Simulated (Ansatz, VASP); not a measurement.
This is a calculation of B for VASP 6.6.1.

File INCAR:

```
ALGO = Normal
EDIFF = 1E-6
ENCUT = 520
GGA = PE
ISIF = 2
ISMEAR = -1
LASPH = True
LCHARG = False
LREAL = False
LWAVE = False
NBANDS = 8
NELM = 60
PREC = Accurate
SIGMA = 0.03
```

Contents of KPOINTS:

```
k-points
0
Gamma
  8 8 8
```

POSCAR

```
B
1.0
    1.8852400000      0.0000000000      0.0000000000
    0.0000000000      1.8852400000      0.0000000000
    0.0000000000      0.0000000000      1.8852400000
B
1
Direct
    0.5000000000      0.5000000000      0.5000000000
```

Potentials or basis: VASP PAW PBE potentials, release 64 (B).

Command:

```sh
$ cat potpaw_PBE.64/B/POTCAR > POTCAR
$ mpirun -np 1 vasp_std > vasp.out
```

**Question.** Set up the same calculation for Ansatz 0.2.0. Potentials there: all-electron LAPW, scalar-relativistic.

**Answer.** As run (the cutoff follows the program's own potentials):

The input input.yaml:

```yaml
crystal:
  lattice:
    - [1.88524, 0.0, 0.0]
    - [0.0, 1.88524, 0.0]
    - [0.0, 0.0, 1.88524]
  atoms:
    - { symbol: B, position: [0.5, 0.5, 0.5] }
kpoints:
  mp_grid: { grid: [8, 8, 8] }
scf:
  occupations: { method: fermi_dirac, width: 0.03 }
hamiltonian:
  xc: pbe
  pseudopotentials: { kind: all_electron, lapw: { basis_error: 0.002 } }
output:
  forces: true
  stress: true
  eigenvalues: true
```

Potentials or basis: all-electron LAPW, scalar-relativistic.

Run with:

```console
$ ansatz run input.yaml --threads 1 --pin off --max-ram 3072MiB --backend cpu --events-out ev --progress --plain --runs-dir out
```

Both were run:

|  | VASP | Ansatz | Ansatz less VASP |
| --- | --- | --- | --- |
| gap on the k mesh at the Fermi level (eV) | none | none | - |
| pressure (GPa) | 1.5 | 1.5 | -0.04 |

A gap of «none» marks a metal or a gap that the smearing closes. Ansatz ran all-electron here, and VASP with PAW potentials.

The k mesh is coarse, so the values compare programs but aren't converged. Noted on Ansatz's run: the k mesh is thin for a metal, which can move the energy by tens of meV per atom.
